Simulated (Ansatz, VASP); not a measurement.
Al2O3: VASP beside Ansatz

```xyz
10
Lattice="2.3445 1.3536 4.4950 -2.3445 1.3536 4.4950 0.0000 -2.7072 4.4950" Properties=species:S:1:pos:R:3 pbc="T T T"
Al    0.0000    0.0000   11.4898
Al    0.0000    0.0000    8.7379
Al    0.0000    0.0000    1.9953
Al    0.0000    0.0000    4.7472
O    -0.9103   -1.3536    5.6188
O     1.6274   -0.1116    5.6188
O    -0.7171    1.4652    5.6188
O     0.9103    1.3536    7.8663
O    -1.6274    0.1116    7.8663
O     0.7171   -1.4652    7.8663
```

Alike in both runs: task single point; functional PBEsol; k mesh 6 × 6 × 6; occupations gaussian, width 0.05 eV; no spin polarisation.

|  | VASP | Ansatz |
| --- | --- | --- |
| version | VASP 6.6.1 | Ansatz 0.2.0 |
| potentials or method | VASP PAW PBE potentials, release 64 (Al, O), cutoff 520 eV | scalar-relativistic, plane waves, PAW |
| valence electrons in the cell | 48 | 48 |

```tsv
	VASP	Ansatz	Ansatz less VASP
gap on the k mesh at the Fermi level (eV)	5.89	5.88	-0.007
least direct gap on the mesh (eV)	5.89	5.88	-0.007
pressure (GPa)	1.0	0.8	-0.16
traceless stress, the component that is largest in VASP (GPa)	-14.71	-14.65	+0.059
rms of the force components (eV/Å)	0.125	0.125	+0.0005
```

VASP's potentials were made for PBE, not for PBEsol, and Ansatz warns of the same on its side. Atom by atom the forces differ by 0.002 eV/Å (rms over components).
